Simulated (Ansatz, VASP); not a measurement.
# Two plane-wave programs on Ge

INCAR

```
  PREC = Accurate
  ENCUT = 600
  EDIFF = 1E-6
  ISMEAR = -1
  SIGMA = 0.05
  LREAL = F
  LASPH = T
  NELM = 80
  ALGO = Normal
  ISIF = 3
  LWAVE = F
  LCHARG = F
  GGA = PE
  IVDW = 12
  IBRION = 2
  NSW = 60
  EDIFFG = -0.01
```

The input KPOINTS:

```
Automatic mesh
0
Gamma
  8 8 8
```

Contents of POSCAR:

```
Ge
1.0
    0.0000000000      2.8289100000      2.8289100000
    2.8289100000      0.0000000000      2.8289100000
    2.8289100000      2.8289100000      0.0000000000
Ge
2
Direct
    0.7500000000      0.7500000000      0.7500000000
    0.5000000000      0.5000000000      0.5000000000
```

File input.yaml:

```yaml
crystal:
  lattice:
    - [0.0, 2.82891, 2.82891]
    - [2.82891, 0.0, 2.82891]
    - [2.82891, 2.82891, 0.0]
  atoms:
    - { symbol: Ge, position: [0.75, 0.75, 0.75] }
    - { symbol: Ge, position: [0.5, 0.5, 0.5] }
hamiltonian:
  xc: pbe
  pseudopotentials: { kind: paw }
  dispersion: d3bj
kpoints:
  mp_grid: { grid: [8, 8, 8] }
scf:
  occupations: { method: fermi_dirac, width: 0.05 }
output:
  forces: true
  stress: true
relax:
  f_tol: 0.01
  max_steps: 40
  cell: { stress_tol: 0.05 }
```

Alike in both runs: task relaxation of cell and atoms; functional PBE; dispersion D3(BJ); k mesh 8 × 8 × 8; occupations fermi-dirac, width 0.05 eV; no spin polarisation.

```csv
,VASP,Ansatz
version,VASP 6.6.1,Ansatz 0.2.0
potentials or method,"VASP PAW PBE potentials, release 64 (Ge_d)",Ansatz PAW
plane-wave cutoff (eV),600,420
valence electrons in the cell,28,28
```

Ansatz gave:

```
relaxed volume (Å³/atom)                                     : 23.15
relaxed cell length with the largest relative difference (Å) : 4.031
```

Problem. What did VASP give for the same quantities?

Solution. Relaxed volume (Å³/atom): 23.15; relaxed cell length with the largest relative difference (Å): 4.030.

Noted on Ansatz's run: the plane-wave basis is chosen anew once the cell has moved, so the energies of steps on either side of that aren't comparable.
